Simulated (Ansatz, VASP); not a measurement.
**Ge: VASP beside Ansatz**

The input INCAR:

```
PREC     = Accurate       # precision mode
ENCUT    = 600            # plane-wave cutoff, eV
EDIFF    = 1E-6           # SCF threshold, eV
ISMEAR   = -1             # smearing method
SIGMA    = 0.1            # smearing width, eV
LREAL    = F              # projectors in reciprocal space
LASPH    = T              # aspherical terms in the spheres
NELM     = 60             # most SCF steps
ALGO     = Normal         # electronic algorithm
ISIF     = 3              # what is computed and relaxed
LWAVE    = F              # write WAVECAR
LCHARG   = F              # write CHGCAR
GGA      = PS             # functional
IBRION   = 2              # ionic algorithm
NSW      = 80             # ionic steps
EDIFFG   = -0.01          # ionic threshold
```

KPOINTS

```
Automatic mesh
0
Gamma
  13 13 13
```

Contents of POSCAR:

```
Ge
1.0
   -1.6879910177      1.6879910177      1.6879910177
    1.6879910177     -1.6879910177      1.6879910177
    1.6879910177      1.6879910177     -1.6879910177
Ge
1
Direct
    0.0000000000      0.0000000000      0.0000000000
```

Input for Ansatz:

```yaml
crystal:
  lattice:
    - [-1.6879910177, 1.6879910177, 1.6879910177]
    - [1.6879910177, -1.6879910177, 1.6879910177]
    - [1.6879910177, 1.6879910177, -1.6879910177]
  atoms:
    - { symbol: Ge, position: [0.0, 0.0, 0.0] }
hamiltonian:
  xc: pbesol
  pseudopotentials:
    kind: paw
    azcp:
      Ge: "pseudopotentials/Ge.paw.azcp"
basis:
  ecutwfc: 420
  fft_grid_basis: typed
kpoints:
  mp_grid: { grid: [13, 13, 13], shift: [0, 0, 0] }
magnetization:
  spin_polarized: false
scf:
  occupations: { method: fermi_dirac, width: 0.1 }
relax:
  max_steps: 60
  f_tol: 0.01
  cell: {}
output:
  write_density: true
  write_potential: true
  elf: true
  volumetric_format: npy
```

Alike in both runs: task relaxation of cell and atoms; functional PBEsol; k mesh 13 × 13 × 13; occupations fermi-dirac, width 0.1 eV; no spin polarisation.

|  | VASP | Ansatz |
| --- | --- | --- |
| version | VASP 6.6.1 | Ansatz 0.2.0 |
| potentials or method | VASP PAW PBE potentials, release 64 (Ge_d), cutoff 600 eV | plane waves (420 eV) with PAW, scalar-relativistic |
| valence electrons in the cell | 14 | 14 |

Ansatz gave:

```
relaxed volume (Å³/atom)                                     : 18.32
relaxed cell length with the largest relative difference (Å) : 2.877
```

Q: Which values does VASP return?

A: Relaxed volume (Å³/atom): 18.33; relaxed cell length with the largest relative difference (Å): 2.877.

VASP's potentials were made for PBE, not for PBEsol, and Ansatz warns of the same on its side.
